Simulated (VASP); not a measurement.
# BN (d3) (F-43m) in VASP: phonons with PBE+D3(BJ)

Aim: the phonons of BN (d3) with PBE+D3(BJ).

All numbers are computed with VASP 6.6.1; they aren't measurements. Logs are shortened: lines on timing, memory, paths and dates and some standing lists are left out, and cuts for length are marked.

## 1. The cell of the first run

It takes space group F-43m (No. 216, cubic). The conventional cell has a = 3.607 Å, b = 3.607 Å, c = 3.607 Å, α = 90.00°, β = 90.00°, γ = 90.00°. B (site symmetry -43m) has 4 N at 1.56 Å within 2.1 Å. Within 2.1 Å of N (site symmetry -43m) lie 4 B at 1.56 Å.

## 2. Phonons, PBE+D3(BJ)

Contents of INCAR:

```
ALGO = Normal
EDIFF = 1E-8
ENCUT = 600
GGA = PE
GGA_COMPAT = False
IBRION = 6
ISIF = 2
ISMEAR = 0
IVDW = 12
LASPH = True
LCHARG = False
LREAL = False
LWAVE = False
NBANDS = 11
NELM = 120
NFREE = 2
NSW = 1
POTIM = 0.015
PREC = Accurate
SIGMA = 0.01
```

Contents of KPOINTS:

```
k-points
0
Gamma
  12 12 12
```

Contents of POSCAR:

```
BN
1.0
    0.0000000000      1.8032538466      1.8032538466
    1.8032538466      0.0000000000      1.8032538466
    1.8032538466      1.8032538466      0.0000000000
B N
1 1
Direct
    0.0000000000      0.0000000000      0.0000000000
    0.2500000000      0.2500000000      0.2500000000
```

Potentials or basis: VASP PAW PBE potentials, release 64 (B, N).

Started as:

```sh
cat potpaw_PBE.64/B/POTCAR potpaw_PBE.64/N/POTCAR > POTCAR
mpirun -np 1 vasp_std > vasp.out
```

OUTCAR:

```text
EDIFF = 1E-8
   ENCUT = 600
   GGA = PE
   IBRION = 6
   ISIF = 2
   ISMEAR = 0
   IVDW = 12
   LASPH = True
   LREAL = False
   NELM = 120
   NFREE = 2
   NSW = 1
   POTIM = 0.015
   PREC = Accurate
 IVDW          = 12

 ion  position               nearest neighbor table
   1  0.000  0.000  0.000-   2 1.56   2 1.56   2 1.56   2 1.56
   2  0.250  0.250  0.250-   1 1.56   1 1.56   1 1.56   1 1.56

  LATTYP: Found a face centered cubic cell.
 ALAT       =     3.6065076932

  Lattice vectors:

 A1 = (   0.0000000000,   1.8032538466,   1.8032538466)
 A2 = (   1.8032538466,   0.0000000000,   1.8032538466)
 A3 = (   1.8032538466,   1.8032538466,   0.0000000000)

Analysis of symmetry for initial positions (statically):
=====================================================================
 Subroutine PRICEL returns:
 Original cell was already a primitive cell.

 Routine SETGRP: Setting up the symmetry group for a
 face centered cubic supercell.

 Subroutine GETGRP returns: Found 24 space group operations
 (whereof 24 operations were pure point group operations)
 out of a pool of 48 trial point group operations.

The static configuration has the point symmetry T_d .

Analysis of symmetry for dynamics (positions and initial velocities):
=====================================================================
 Subroutine PRICEL returns:
 Original cell was already a primitive cell.

 Routine SETGRP: Setting up the symmetry group for a
 face centered cubic supercell.

 Subroutine GETGRP returns: Found 24 space group operations
 (whereof 24 operations were pure point group operations)
 out of a pool of 48 trial point group operations.

The dynamic configuration has the point symmetry T_d .

 Subroutine INISYM returns: Found 24 space group operations
 (whereof 24 operations are pure point group operations),
 and found     1 'primitive' translations

----------------------------------------------------------------------------------------

                                     Primitive cell

  volume of cell :      11.7274

  direct lattice vectors                    reciprocal lattice vectors
     0.000000000  1.803253847  1.803253847    -0.277276547  0.277276547  0.277276547
     1.803253847  0.000000000  1.803253847     0.277276547 -0.277276547  0.277276547
     1.803253847  1.803253847  0.000000000     0.277276547  0.277276547 -0.277276547

  length of vectors
     2.550186046  2.550186046  2.550186046     0.480257067  0.480257067  0.480257067

  position of ions in fractional coordinates (direct lattice)
     0.000000000  0.000000000  0.000000000
     0.250000000  0.250000000  0.250000000

  ion indices of the primitive-cell ions
   primitive index   ion index
                 1           1
                 2           2

----------------------------------------------------------------------------------------

 KPOINTS: k-points

Automatic generation of k-mesh.
 Grid dimensions read from file:
 generate k-points for:   12   12   12

 Generating k-lattice:

  Cartesian coordinates                     Fractional coordinates (reciprocal lattice)
    -0.023106379  0.023106379  0.023106379     0.083333333  0.000000000  0.000000000
     0.023106379 -0.023106379  0.023106379     0.000000000  0.083333333  0.000000000
     0.023106379  0.023106379 -0.023106379     0.000000000  0.000000000  0.083333333

  Length of vectors
     0.040021422  0.040021422  0.040021422

  Shift w.r.t. Gamma in fractional coordinates (k-lattice)
     0.000000000  0.000000000  0.000000000

 Subroutine IBZKPT returns following result:
 ===========================================

 Found     72 irreducible k-points:

 Following reciprocal coordinates:
            Coordinates               Weight
  0.000000  0.000000  0.000000      1.000000
  0.083333  0.000000  0.000000      8.000000
  0.166667  0.000000  0.000000      8.000000
  0.250000  0.000000  0.000000      8.000000
  0.333333  0.000000  0.000000      8.000000
  0.416667  0.000000  0.000000      8.000000
[... 16 lines left out ...]
  0.500000  0.166667  0.000000     24.000000
 -0.416667  0.166667  0.000000     24.000000
 [... further k-points ...]
   k-points           NKPTS =     72   k-points in BZ     NKDIM =     72   number of bands    NBANDS=     11
   number of dos      NEDOS =    301   number of ions     NIONS =      2
   total plane-waves  NPLWV =   8000
   dimension x,y,z NGX =    20 NGY =   20 NGZ =   20
   dimension x,y,z NGXF=    40 NGYF=   40 NGZF=   40
   ions per type =               1   1
   NGX,Y,Z   is equivalent  to a cutoff of  13.04, 13.04, 13.04 a.u.
   NGXF,Y,Z  is equivalent  to a cutoff of  26.08, 26.08, 26.08 a.u.
 SYSTEM =  unknown system
   PREC   = accura    normal or accurate (medium, high low for compatibility)
   ISTART =      0    job   : 0-new  1-cont  2-samecut
   ICHARG =      2    charge: 1-file 2-atom 10-const
   ISPIN  =      1    spin polarized calculation?
   LNONCOLLINEAR =      F non collinear calculations
   LSORBIT =      F    spin-orbit coupling
   LASPH  =      T    aspherical Exc in radial PAW
   ENCUT  =  600.0 eV  44.10 Ry    6.64 a.u.   5.09  5.09  5.09*2*pi/ulx,y,z
   NELM   =    120;   NELMIN=  2; NELMDL= -5     # of ELM steps
   EDIFF  = 0.1E-07   stopping-criterion for ELM
   LREAL  =      F    real-space projection
   EDIFFG = 0.1E-06   stopping-criterion for IOM
   NSW    =     61    number of steps for IOM
   IBRION =      6    ionic relax: 0-MD 1-quasi-New 2-CG
   NFREE  =      2    steps in history (QN), initial steepest desc. (CG)
   ISIF   =      2    stress and relaxation
   ISYM   =      2    0-nonsym 1-usesym 2-fastsym
   POTIM  = 0.0150    time-step for ionic-motion
   TEBEG  =    0.0;   TEEND  =   0.0 temperature during run
   PSTRESS=    0.0 pullay stress
   NELECT =       8.0000    total number of electrons
   NUPDOWN=      -1.0000    fix difference up-down
   EMIN   =  10.00;   EMAX   =-10.00  energy-range for DOS
   EFERMI =   0.00;   METHOD = LEGACY
   ISMEAR =     0;   SIGMA  =   0.01  broadening in eV -4-tet -1-fermi 0-gaus
   EFERMI_NEDOS =   21; number of points for ismear=-14 and -15
   IALGO  =     38    algorithm
   IMIX   =      4    mixing-type and parameters
     AMIX     =   0.40;   BMIX     =  1.00
     AMIX_MAG =   1.60;   BMIX_MAG =  1.00
  volume/ion in A,a.u.               =       5.86        39.57
  Fermi-wavevector in a.u.,A,eV,Ry     =   1.441135  2.723350 28.257528  2.076870
  Thomas-Fermi vector in A             =   2.559801
   LORBIT       =      0    0 simple, 1 ext, 2 COOP (PROOUT), +10 PAW based schemes
   GGA     = PE    functional components
   LHFCALC =     F    Hartree Fock is set to
   AEXX    =    0.0000 exact exchange contribution
   IVDW    =    12    specifies the selected vdW correction
   LEPSILON=     F    determine dielectric tensor
   LRPA    =     F    only Hartree local field effects (RPA)
 finite differences with symmetry
 non-spin polarized calculation
 Gauss-broadening in eV      SIGMA  =   0.01
  energy-cutoff  :      600.00
  volume of cell :       11.73
 maximum number of plane-waves:       399
   NGX = 11   NGY = 11   NGZ = 11

--------------------------------------- Ionic step        1  -------------------------------------------

 number of electron       7.9999999 magnetization

 Free energy of the ion-electron system (eV)
  ---------------------------------------------------
  ext. energy  EPLUGINS =         0.00000000
  ---------------------------------------------------
  free energy    TOTEN  =       -17.45089697 eV

  energy without entropy =      -17.45089697  energy(sigma->0) =      -17.45089697

------------------------ aborting loop because EDIFF is reached ----------------------------------------

 Edisp (eV)   -0.42133

 E8    (eV) :    -0.1245
[... 151 lines left out ...]
--------------------------------------- Ionic step        5  -------------------------------------------

 number of electron       7.9999999 magnetization

 Free energy of the ion-electron system (eV)
  ---------------------------------------------------
  ext. energy  EPLUGINS =         0.00000000
  ---------------------------------------------------
  free energy    TOTEN  =       -17.44812167 eV

  energy without entropy =      -17.44812167  energy(sigma->0) =      -17.44812167

 E-fermi :   7.7927     XC(G=0): -12.8570

 val. band max:        7.6234691041   @ k =   0.0000   0.0000   0.0000
 cond. band min:      11.9536778077   @ k =   0.5000   0.5000   0.0000
 fundamental gap:      4.3302087036
 Fermi energy:         7.7926570025

 k-point     1 :       0.0000    0.0000    0.0000
  band No.  band energies     occupation
      1     -12.8216      2.00000
      2       7.3515      2.00000
      3       7.4919      2.00000
      4       7.6235      2.00000
      5      16.2363      0.00000
      6      16.3393      0.00000
      7      16.4581      0.00000
      8      17.9558      0.00000
      9      32.3729      0.00000
     10      35.3424      0.00000
     11      35.3428      0.00000
[... 309 lines left out ...]
 k-point    24 :      -0.4167    0.1667    0.0000
  band No.  band energies     occupation
      1      -8.2081      2.00000
      2      -2.5938      2.00000
      3       3.3868      2.00000
      4       4.8913      2.00000
      5      16.8216      0.00000
      6      19.7527      0.00000
      7      19.8937      0.00000
      8      23.3213      0.00000
      9      28.5441      0.00000
     10      32.8283      0.00000
     11      34.3715      0.00000

 [... further k-points ...]

------------------------ aborting loop because EDIFF is reached ----------------------------------------

 Edisp (eV)   -0.42133

 E8    (eV) :    -0.1245
[... 25 lines left out ...]
  FREE ENERGIE OF THE ION-ELECTRON SYSTEM (eV)
  ---------------------------------------------------
  free  energy   TOTEN  =       -17.8694526412 eV

  energy  without entropy=      -17.8694526412  energy(sigma->0) =      -17.86945264

 INTERNAL STRAIN TENSORS FROM DISPLACED ATOMS
 ============================================

 INTERNAL STRAIN TENSOR FOR ION    1 for displacements in x,y,z  (eV/Angst):
          X           Y           Z          XY          YZ          ZX
  --------------------------------------------------------------------------------
  x     0.00000     0.00000     0.00000     0.00000     2.19969     0.00000
  y     0.00000    -0.00000     0.00000     0.00000     0.00000     2.19969
  z     0.00000     0.00000     0.00000     2.19969     0.00000     0.00000

 INTERNAL STRAIN TENSOR FOR ION    2 for displacements in x,y,z  (eV/Angst):
          X           Y           Z          XY          YZ          ZX
  --------------------------------------------------------------------------------
  x     0.00000     0.00000     0.00000     0.00000    -2.19677     0.00000
  y     0.00000     0.00000     0.00000     0.00000     0.00000    -2.19677
  z     0.00000     0.00000     0.00000    -2.19677     0.00000     0.00000

 Eigenvectors and eigenvalues of the dynamical matrix
 ----------------------------------------------------

   1 f  =   31.436332 THz   197.520302 2PiTHz 1048.603176 cm-1   130.010166 meV
             X         Y         Z           dx          dy          dz
      0.000000  0.000000  0.000000     0.000000    0.751212    0.000000
      0.901627  0.901627  0.901627     0.000000   -0.660061    0.000000
[... 21 lines left out ...]
   6 f/i=    0.001127 THz     0.007082 2PiTHz    0.037596 cm-1     0.004661 meV
             X         Y         Z           dx          dy          dz
      0.000000  0.000000  0.000000     0.000000    0.000000   -0.660061
      0.901627  0.901627  0.901627     0.000000    0.000000   -0.751212

 ELASTIC MODULI CONTR FROM IONIC RELAXATION (kBar)
 Direction    XX          YY          ZZ          XY          YZ          ZX
 --------------------------------------------------------------------------------
 XX          -0.0000     -0.0000     -0.0000     -0.0000     -0.0000     -0.0000
 YY          -0.0000     -0.0000     -0.0000     -0.0000     -0.0000      0.0000
 ZZ          -0.0000     -0.0000     -0.0000     -0.0000     -0.0000     -0.0000
 XY          -0.0000     -0.0000     -0.0000    -26.7630      0.0000      0.0000
 YZ          -0.0000     -0.0000     -0.0000      0.0000    -26.7630      0.0000
 ZX          -0.0000      0.0000     -0.0000      0.0000      0.0000    -26.7630
 --------------------------------------------------------------------------------
```

Wall time 61 s (1 thread of Intel Xeon 6975P-C, shared host); peak memory 0.19 GiB.

What came out:

| Item | Value |
| --- | --- |
| Highest phonon frequency at Γ, LO-TO splitting left out | 1049 cm⁻¹ |
| Dispersion energy per atom | -0.211 eV |

Phonon frequencies in cm⁻¹ (negative: imaginary):
```
              q point           frequencies
(0.000, 0.000, 0.000)  0 0 0 1049 1049 1049
```
